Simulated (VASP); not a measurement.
Wanted: the native input for a VASP 6.6.1 run.

```yaml
Task: single point
Functional: r2SCAN
Potentials_or_basis: VASP PAW PBE potentials, release 64 (Pb_d, S)
Cutoff: 520 eV
k_mesh: 8 × 8 × 8
Occupations: gaussian, width 0.05 eV
Spin: no spin polarisation
Dipole_correction: no
Further_INCAR_settings: ALGO = Normal; EDIFF = 1e-07; NBANDS = 17
```

Crystal: PbS.

```
CELL_PARAMETERS angstrom
0.00000 2.96500 2.96500
2.96500 0.00000 2.96500
2.96500 2.96500 0.00000
ATOMIC_POSITIONS crystal
Pb 0.00000 0.00000 0.00000
S 0.41568 0.41568 0.58432
```

This cell differs from its parent crystal: all S atoms moved -0.500 Å, as atom 2 along Cartesian [0 0 1].

These files were run (other wordings do the same):

POSCAR

```
PbS
1.0
    0.0000000000      2.9650000000      2.9650000000
    2.9650000000      0.0000000000      2.9650000000
    2.9650000000      2.9650000000      0.0000000000
Pb S
1 1
Direct
    0.0000000000      0.0000000000      0.0000000000
    0.4156829680      0.4156829680      0.5843170320
```

INCAR.step1

```
PREC     = Accurate       # precision mode
ENCUT    = 520            # plane-wave cutoff, eV
ISMEAR   = 0              # smearing method
SIGMA    = 0.05           # smearing width, eV
LREAL    = F              # projectors in reciprocal space
LASPH    = T              # aspherical terms in the spheres
NELM     = 60             # most SCF steps
NBANDS   = 17             # bands
GGA      = PE             # functional
ALGO     = Normal         # electronic algorithm
EDIFF    = 1E-4           # SCF threshold, eV
LWAVE    = T              # write WAVECAR
LCHARG   = F              # write CHGCAR
```

INCAR.step2

```
PREC     = Accurate       # precision mode
ENCUT    = 520            # plane-wave cutoff, eV
EDIFF    = 1E-7           # SCF threshold, eV
ISMEAR   = 0              # smearing method
SIGMA    = 0.05           # smearing width, eV
LREAL    = F              # projectors in reciprocal space
LASPH    = T              # aspherical terms in the spheres
NELM     = 60             # most SCF steps
ALGO     = Normal         # electronic algorithm
ISIF     = 2              # what is computed and relaxed
LWAVE    = F              # write WAVECAR
LCHARG   = F              # write CHGCAR
METAGGA  = R2SCAN         # meta-GGA
LMIXTAU  = T            
NBANDS   = 17             # bands
ISTART   = 1
```

KPOINTS

```
Automatic mesh
0
Gamma
  8 8 8
```

Potentials or basis: VASP PAW PBE potentials, release 64 (Pb_d, S).

Command:

```sh
$ cat potpaw_PBE.64/Pb_d/POTCAR potpaw_PBE.64/S/POTCAR > POTCAR
$ cp INCAR.step1 INCAR
$ mpirun -np 1 vasp_std > vasp.out
$ cp INCAR.step2 INCAR
$ mpirun -np 1 vasp_std > vasp.out
```

Results of the run:

| Item | Value |
| --- | --- |
| Pressure | 6.1 GPa |
| Largest force | 1.763 eV/Å |
| Band gap on the k mesh | 1.69 eV, direct |

Caveat: the cell differs from its parent crystal (all S atoms moved -0.500 Å, as atom 2 along Cartesian [0 0 1]); the PAW data sets were made with another functional, which shifts forces and pressure a little; spin-orbit coupling is left out, which moves the levels of the heavy elements.

It took 91 s on 1 thread of Intel(R) Xeon(R) 6975P-C (Granite Rapids), with other jobs on the host, peak memory 0.21 GiB.
